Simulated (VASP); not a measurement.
# Al2InN3 (Cmc2_1) in VASP: further runs, part 2 of 2

VASP 6.6.1. The steps go on from the part before.

## Step 3: Single point, PBE (11.19 Å³/atom)

INCAR

```
SYSTEM = Al2InN3
ALGO = Normal
EDIFF = 1E-6
ENCUT = 520
GGA = PE
ISIF = 2
ISMEAR = 0
LASPH = .TRUE.
LCHARG = .TRUE.
LELF = .TRUE.
LREAL = .FALSE.
LVHAR = .TRUE.
LWAVE = .FALSE.
NBANDS = 46
NELM = 100
PREC = Accurate
SIGMA = 0.05
```

KPOINTS

```
k-points
0
G
  6 6 6
  0 0 0
```

POSCAR

```
Al2InN3
1.0
    4.8246356433     -2.7014253145      0.0000000000
    4.8246356433      2.7014253145      0.0000000000
    0.0000000000      0.0000000000      5.1509227660
Al In N
4 2 6
Direct
    0.0084427086      0.3348641725      0.9917411822
    0.6651358275      0.9915572914      0.9917411822
    0.9915572914      0.6651358275      0.4917411822
    0.3348641725      0.0084427086      0.4917411822
    0.3220722962      0.6779277038      0.9869930315
    0.6779277038      0.3220722962      0.4869930315
    0.0367610679      0.3336262977      0.3556963910
    0.6663737023      0.9632389321      0.3556963910
    0.9632389321      0.6663737023      0.8556963910
    0.3336262977      0.0367610679      0.8556963910
    0.2982358752      0.7017641248      0.4061317922
    0.7017641248      0.2982358752      0.9061317922
```

Potentials or basis: VASP PAW PBE potentials, release 64 (Al, In_d, N).

Command:

```bash
$ cat potpaw_PBE.64/Al/POTCAR potpaw_PBE.64/In_d/POTCAR potpaw_PBE.64/N/POTCAR > POTCAR
$ mpirun -np 1 vasp_std > vasp.out
```

OUTCAR:

```text
SYSTEM = Al2InN3
   EDIFF = 1E-6
   ENCUT = 520
   GGA = PE
   ISIF = 2
   ISMEAR = 0
   LASPH = .TRUE.
   LREAL = .FALSE.
   NELM = 100
   PREC = Accurate

 ion  position               nearest neighbor table
   1  0.008  0.335  0.992-  10 1.83   9 1.85  12 1.86   7 1.88   2 3.10   2 3.10   5 3.10   4 3.12
                             4 3.12   3 3.13   3 3.13   6 3.16   5 3.17   6 3.20   5 3.24   2 3.31
   2  0.665  0.992  0.992-   9 1.83  10 1.85  12 1.86   8 1.88   1 3.10   1 3.10   5 3.10   3 3.12
                             3 3.12   4 3.13   4 3.13   6 3.16   5 3.17   6 3.20   5 3.24   1 3.31
   3  0.992  0.665  0.492-   8 1.83   7 1.85  11 1.86   9 1.88   4 3.10   4 3.10   6 3.10   2 3.12
                             2 3.12   1 3.13   1 3.13   5 3.16   6 3.17   5 3.20   6 3.24   4 3.31
   4  0.335  0.008  0.492-   7 1.83   8 1.85  11 1.86  10 1.88   3 3.10   3 3.10   6 3.10   1 3.12
                             1 3.12   2 3.13   2 3.13   5 3.16   6 3.17   5 3.20   6 3.24   3 3.31
   5  0.322  0.678  0.987-  12 2.09  10 2.13   9 2.13  11 2.16   1 3.10   2 3.10   4 3.16   3 3.16
                             2 3.17   1 3.17   4 3.20   3 3.20   6 3.21   6 3.21   2 3.24   1 3.24
   6  0.678  0.322  0.487-  11 2.09   8 2.13   7 2.13  12 2.16   4 3.10   3 3.10   2 3.16   1 3.16
                             4 3.17   3 3.17   2 3.20   1 3.20   5 3.21   5 3.21   4 3.24   3 3.24
   7  0.037  0.334  0.356-   4 1.83   3 1.85   1 1.88   6 2.13
   8  0.666  0.963  0.356-   3 1.83   4 1.85   2 1.88   6 2.13
   9  0.963  0.666  0.856-   2 1.83   1 1.85   3 1.88   5 2.13
  10  0.334  0.037  0.856-   1 1.83   2 1.85   4 1.88   5 2.13
  11  0.298  0.702  0.406-   3 1.86   4 1.86   6 2.09   5 2.16
  12  0.702  0.298  0.906-   1 1.86   2 1.86   5 2.09   6 2.16

  LATTYP: Found a base centered orthorhombic cell.
 ALAT       =     5.4028506290
 B/A-ratio  =     1.7859592925
 C/A-ratio  =     0.9533713071

  Lattice vectors:

 A1 = (  -4.8246356433,  -2.7014253145,   0.0000000000)
 A2 = (   4.8246356433,  -2.7014253145,   0.0000000000)
 A3 = (   0.0000000000,   0.0000000000,   5.1509227660)

Analysis of symmetry for initial positions (statically):
=====================================================================
 Subroutine PRICEL returns:
 Original cell was already a primitive cell.
[... 184 lines left out ...]

 Free energy of the ion-electron system (eV)
  ---------------------------------------------------
  ext. energy  EPLUGINS =         0.00000000
  ---------------------------------------------------
  free energy    TOTEN  =       -80.18737092 eV

  energy without entropy =      -80.18737092  energy(sigma->0) =      -80.18737092

 E-fermi :   7.2056     XC(G=0): -11.2491

 val. band max:        6.9645787657   @ k =   0.0000   0.0000   0.0000
 cond. band min:       9.5849830324   @ k =   0.0000   0.0000   0.0000
 fundamental gap:      2.6204042667
 Fermi energy:         7.2055701878

 k-point     1 :       0.0000    0.0000    0.0000
  band No.  band energies     occupation
      1      -8.2355      2.00000
      2      -7.5332      2.00000
      3      -7.1398      2.00000
      4      -6.8561      2.00000
      5      -6.7889      2.00000
      6      -6.7106      2.00000
[... 1165 lines left out ...]
     45      16.5568      0.00000
     46      16.8615      0.00000

 [... further k-points ...]

------------------------ aborting loop because EDIFF is reached ----------------------------------------

  FORCE on cell =-STRESS in cart. coord.  units (eV):
  Direction    XX          YY          ZZ          XY          YZ          ZX
  --------------------------------------------------------------------------------------
  -------------------------------------------------------------------------------------
  Total       11.9929465     19.6450217     10.7399064      0.0000000      0.0000000      0.0000000
  in kB      143.1080154    234.4177942    128.1558868      0.0000000      0.0000000      0.0000000
  external PRESSURE =     168.5605654 kB  Pullay stress =       0.0000000 kB

 VOLUME and BASIS-vectors are now :
 -----------------------------------------------------------------------------
  energy-cutoff  :      520.00
  volume of cell :      134.27
      direct lattice vectors                 reciprocal lattice vectors
     4.824635643 -2.701425314  0.000000000     0.103634769 -0.185087479  0.000000000
     4.824635643  2.701425314  0.000000000     0.103634769  0.185087479  0.000000000
     0.000000000  0.000000000  5.150922766     0.000000000  0.000000000  0.194139972

 POSITION                                       TOTAL-FORCE (eV/Angst)
 -----------------------------------------------------------------------------------
      1.65633      0.88180      5.10838        -0.030836      0.295333      0.231595
      7.99294      0.88180      5.10838         0.030836      0.295333      0.231595
      7.99294     -0.88180      2.53292         0.030836     -0.295333      0.231595
      1.65633     -0.88180      2.53292        -0.030836     -0.295333      0.231595
      4.82464      0.96132      5.08392         0.000000      0.443622      0.108196
      4.82464     -0.96132      2.50846         0.000000     -0.443622      0.108196
      1.78698      0.80196      1.83216        -0.004210      0.319833     -0.282473
      7.86229      0.80196      1.83216         0.004210      0.319833     -0.282473
      7.86229     -0.80196      4.40763         0.004210     -0.319833     -0.282473
      1.78698     -0.80196      4.40763        -0.004210     -0.319833     -0.282473
      4.82464      1.09010      2.09195         0.000000      0.400524     -0.006438
      4.82464     -1.09010      4.66741         0.000000     -0.400524     -0.006438
 -----------------------------------------------------------------------------------
    total drift:                               -0.000000     -0.000000     -0.001395

  FREE ENERGIE OF THE ION-ELECTRON SYSTEM (eV)
  ---------------------------------------------------
  free  energy   TOTEN  =       -80.1873709185 eV

  energy  without entropy=      -80.1873709185  energy(sigma->0) =      -80.18737092
```

OSZICAR:

```text
N       E                     dE             d eps       ncg     rms          rms(c)
DAV:   1     0.730982895237E+03    0.73098E+03   -0.30543E+04  4790   0.172E+03
DAV:   2     0.403768194553E+02   -0.69061E+03   -0.64072E+03  5094   0.467E+02
DAV:   3    -0.867181573766E+02   -0.12709E+03   -0.12299E+03  5522   0.189E+02
DAV:   4    -0.958547282823E+02   -0.91366E+01   -0.90509E+01  6440   0.531E+01
DAV:   5    -0.961260194880E+02   -0.27129E+00   -0.27056E+00  6280   0.959E+00    0.244E+01
DAV:   6    -0.799803341590E+02    0.16146E+02   -0.51458E+01  7626   0.676E+01    0.194E+01
DAV:   7    -0.802975824341E+02   -0.31725E+00   -0.59900E+00  5720   0.127E+01    0.583E+00
DAV:   8    -0.802219267633E+02    0.75656E-01   -0.30639E-01  7028   0.418E+00    0.445E+00
DAV:   9    -0.801867456018E+02    0.35181E-01   -0.10527E-01  7520   0.301E+00    0.442E-01
DAV:  10    -0.801865332090E+02    0.21239E-03   -0.15429E-02  6546   0.792E-01    0.422E-01
DAV:  11    -0.801870447778E+02   -0.51157E-03   -0.48768E-03  6928   0.363E-01    0.333E-01
DAV:  12    -0.801873055331E+02   -0.26076E-03   -0.42013E-04  6336   0.165E-01    0.117E-01
DAV:  13    -0.801873686106E+02   -0.63077E-04   -0.15326E-04  6298   0.901E-02    0.136E-02
DAV:  14    -0.801873703987E+02   -0.17881E-05   -0.24735E-05  6714   0.316E-02    0.139E-02
DAV:  15    -0.801873709185E+02   -0.51983E-06   -0.33791E-06  4832   0.118E-02
   1 F= -.80187371E+02 E0= -.80187371E+02  d E =-.107802E-13
```

stdout:

```text
POSCAR found type information on POSCAR AlInN
 POSCAR found :  3 types and      12 ions
 scaLAPACK will be used
 LDA part: xc-table for (Slater+PW92), standard interpolation
 POSCAR, INCAR and KPOINTS ok, starting setup
 FFT: planning ... GRIDC
 FFT: planning ... GRID_SOFT
 FFT: planning ... GRID
 WAVECAR not read
 entering main loop
```

Wall time 9.8 min (1 thread of Intel Xeon 8259CL, shared host); peak memory 0.41 GiB.

Results:

```
Free energy            : -80.1874 eV
Pressure               : 16.9 GPa
Largest force          : 0.457 eV/Å
Band gap on the k mesh : 2.62 eV
```

Forces in eV/Å, atoms in the order of the input:
```
Al  -0.031  0.295  0.232
Al   0.031  0.295  0.232
Al   0.031 -0.295  0.232
Al  -0.031 -0.295  0.232
In   0.000  0.444  0.108
In   0.000 -0.444  0.108
N   -0.004  0.320 -0.282
N    0.004  0.320 -0.282
N    0.004 -0.320 -0.282
N   -0.004 -0.320 -0.282
N    0.000  0.401 -0.006
N    0.000 -0.401 -0.006
```

Stress tensor (GPa, compression positive):
```
14.31  0.00  0.00
 0.00 23.44  0.00
 0.00  0.00 12.82
```

Levels at points of the mesh, in eV from the valence-band top:
| k point | band 30 | band 31 | band 32 | band 33 | band 34 | band 35 | band 36 | band 37 | band 38 | band 39 |
| --- | --- | --- | --- | --- | --- | --- | --- | --- | --- | --- |
| (0.00, 0.00, 0.00) | -0.64 | -0.50 | -0.10 | -0.04 | 0.00 | 2.62 | 4.95 | 5.21 | 5.76 | 8.02 |
| (0.50, 0.00, 0.00) | -0.88 | -0.76 | -0.63 | -0.62 | -0.22 | 4.73 | 5.00 | 5.91 | 6.31 | 7.09 |
| (0.50, 0.50, 0.00) | -1.06 | -0.77 | -0.57 | -0.54 | -0.39 | 4.37 | 5.16 | 5.87 | 6.24 | 6.44 |
| (0.00, 0.00, 0.50) | -0.45 | -0.41 | -0.41 | -0.10 | -0.10 | 4.78 | 4.78 | 7.07 | 7.07 | 7.08 |
| (0.50, 0.00, 0.50) | -1.37 | -0.91 | -0.91 | -0.57 | -0.57 | 4.82 | 4.82 | 5.80 | 5.80 | 6.36 |
| (0.50, 0.50, 0.50) | -1.21 | -0.96 | -0.96 | -0.70 | -0.70 | 4.88 | 4.88 | 5.94 | 5.94 | 6.20 |

Caveat: the cell stands under pressure; spin-orbit coupling is left out, which moves the levels of the heavy elements.
